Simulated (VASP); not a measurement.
A run of VASP 6.6.1 is set up as follows.

Contents of INCAR:

```
SYSTEM = BN
PREC     = Accurate       ! precision mode
ENCUT    = 600            ! plane-wave cutoff, eV
EDIFF    = 1E-7           ! SCF threshold, eV
ISMEAR   = 0              ! smearing method
SIGMA    = 0.02           ! smearing width, eV
LREAL    = .FALSE.        ! projectors in reciprocal space
LASPH    = .TRUE.         ! aspherical terms in the spheres
NELM     = 80             ! most SCF steps
ALGO     = Normal         ! electronic algorithm
ISIF     = 3              ! what is computed and relaxed
LWAVE    = .FALSE.        ! write WAVECAR
LCHARG   = .FALSE.        ! write CHGCAR
IBRION   = 2              ! ionic algorithm
NSW      = 100            ! ionic steps
EDIFFG   = -0.005         ! ionic threshold
```

Contents of KPOINTS:

```
Automatic mesh
0
G
  12 12 6
  0 0 0
```

The input POSCAR:

```
BN
1.0
    2.5224119583      0.0000000000      0.0000000000
   -1.2612059792      2.1844728347      0.0000000000
    0.0000000000      0.0000000000      4.1749940278
B N
2 2
Direct
    0.6666666667      0.3333333333      0.9996905229
    0.3333333333      0.6666666667      0.4996905229
    0.6666666667      0.3333333333      0.6253094771
    0.3333333333      0.6666666667      0.1253094771
```

Potentials or basis: VASP PAW LDA potentials, release 64 (B, N).

The run is started by

```sh
$ cat potpaw_LDA.64/B/POTCAR potpaw_LDA.64/N/POTCAR > POTCAR
$ mpirun -np 1 vasp_std > vasp.out
```

(1) Predict the relaxed volume.

(2) Estimate the band gap on the k mesh.

Results:

(1) 5.77 Å³/atom.

(2) 4.91 eV, indirect (least direct gap 8.27 eV).
